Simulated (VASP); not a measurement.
**Al2Cu: single point with PBE**

Al2Cu:

```
Al Cu
1.0
     0.00000    2.18102    6.54307
     1.54222    0.00000    6.54307
     1.54222    2.18102    0.00000
Al Cu
2 1
Direct
  0.83333 0.83333 0.16667
  0.16667 0.16667 0.83333
  0.50000 0.50000 0.50000
```

| Quantity | Value |
| --- | --- |
| Program | VASP 6.6.1 |
| Task | single point |
| Functional | PBE |
| Potentials or basis | VASP PAW PBE potentials, release 64 (Al, Cu) |
| Cutoff | 520 eV |
| k mesh | 8 × 8 × 8 |
| Occupations | gaussian, width 0.1 eV |
| Spin | no spin polarisation |
| Dipole correction | no |
| Further INCAR settings | ALGO = Fast; EDIFF = 1e-06; NBANDS = 16 |

| Quantity | Value |
| --- | --- |
| Pressure | 1.9 GPa |
| Largest force | 0.966 eV/Å |

Forces on the atoms (eV/Å):
```
Al   0.000  0.000  0.966
Al   0.000  0.000 -0.966
Cu   0.000  0.000  0.000
```

Stress tensor (GPa, compression positive):
```
1.32 0.00 0.00
0.00 3.47 0.00
0.00 0.00 0.79
```

Levels at points of the mesh, in eV from the Fermi level:
```
           k point  band 6  band 7  band 8  band 9  band 10  band 11
(0.00, 0.00, 0.00)   -2.94   -2.77   -2.69    2.53     3.79     9.41
(0.50, 0.00, 0.00)   -3.06   -2.84   -2.52   -0.95     0.14     1.63
(0.50, 0.50, 0.00)   -2.94   -2.77   -2.69   -1.40     9.43     9.43
(0.50, 0.00, 0.50)   -2.18   -2.09    0.10    0.24     0.63     2.17
(0.00, 0.50, 0.50)   -2.84   -2.18   -2.14    0.44     2.78     3.36
```

Run time: 2.6 min on 1 thread of Intel Xeon 6975P-C, on a shared host, peak memory 0.26 GiB.
